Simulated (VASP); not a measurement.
Ti3AgN, 5 atoms in the cell. It takes space group Pm-3m (No. 221, cubic). Conventional cell: a = 4.130 Å, b = 4.130 Å, c = 4.130 Å, α = 90.00°, β = 90.00°, γ = 90.00°. Ag (site symmetry m-3m) has 12 Ti at 2.92 Å and 8 N at 3.58 Å within 3.8 Å. Within 2.7 Å of N (site symmetry m-3m) lie 6 Ti at 2.06 Å. Ti (site symmetry 4/mmm) has 2 N at 2.06 Å within 2.7 Å. 

| Property | Result |
| --- | --- |
| Program | VASP 6.6.1 |
| Task | single point |
| Functional | r2SCAN |
| Potentials or basis | VASP PAW PBE potentials, release 64 (Ag, N, Ti_sv) |
| Cutoff | 520 eV |
| k mesh | 5 × 5 × 5 |
| Occupations | fermi-dirac, width 0.0651 eV |
| Spin | no spin polarisation |
| Dipole correction | no |
| Further INCAR settings | ALGO = Normal; EDIFF = 1e-07; NBANDS = 34 |

Potentials or basis: VASP PAW PBE potentials, release 64 (Ag, N, Ti_sv).

Run with:

```sh
$ cat potpaw_PBE.64/Ag/POTCAR potpaw_PBE.64/N/POTCAR potpaw_PBE.64/Ti_sv/POTCAR > POTCAR
$ cp INCAR.step1 INCAR
$ mpirun -np 1 vasp_std > vasp.out
$ cp INCAR.step2 INCAR
$ mpirun -np 1 vasp_std > vasp.out
```

Hardware: 1 thread of AMD EPYC 9R45 96-Core Processor (Zen 5) (shared host).

How long does it take, and how much memory?

Wall time 86 s on 1 thread of AMD EPYC 9R45 96-Core Processor (Zen 5), with other jobs on the host, peak memory 0.16 GiB. Counts: k points 10.
